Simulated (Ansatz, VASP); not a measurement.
**One calculation of ZnSe, two programs**

```xyz
2
Lattice="0.0000 2.7838 2.7838 2.7838 0.0000 2.7838 2.7838 2.7838 0.0000" Properties=species:S:1:pos:R:3 pbc="T T T"
Zn    0.0000    0.0000    0.0000
Se    1.3919    1.3919    1.3919
```

Alike in both runs: functional LDA; k mesh 8 × 8 × 8; occupations gaussian, width 0.02 eV; no spin polarisation.

Ansatz relaxed the structure, and its values are those at the end. VASP's run is a single point on that final structure, the one shown.

```csv
,VASP,Ansatz
version,VASP 6.6.1,Ansatz 0.2.0
potentials or method,"VASP PAW LDA potentials, release 64 (Zn, Se), cutoff 520 eV","scalar-relativistic, plane waves, PAW"
valence electrons in the cell,18,28
```

|  | VASP | Ansatz | Ansatz less VASP |
| --- | --- | --- | --- |
| gap on the k mesh at the Fermi level (eV) | 1.29 | 1.25 | -0.040 |
| least direct gap on the mesh (eV) | 1.29 | 1.25 | -0.040 |
| pressure (GPa) | 0.4 | 0.0 | -0.38 |

LDA's correlation is that of Perdew and Zunger in VASP and of Perdew and Wang (1992) in Ansatz. VASP's potentials hold 18 valence electrons a cell and Ansatz's 28, so a difference there can come from the potentials and not from the codes.
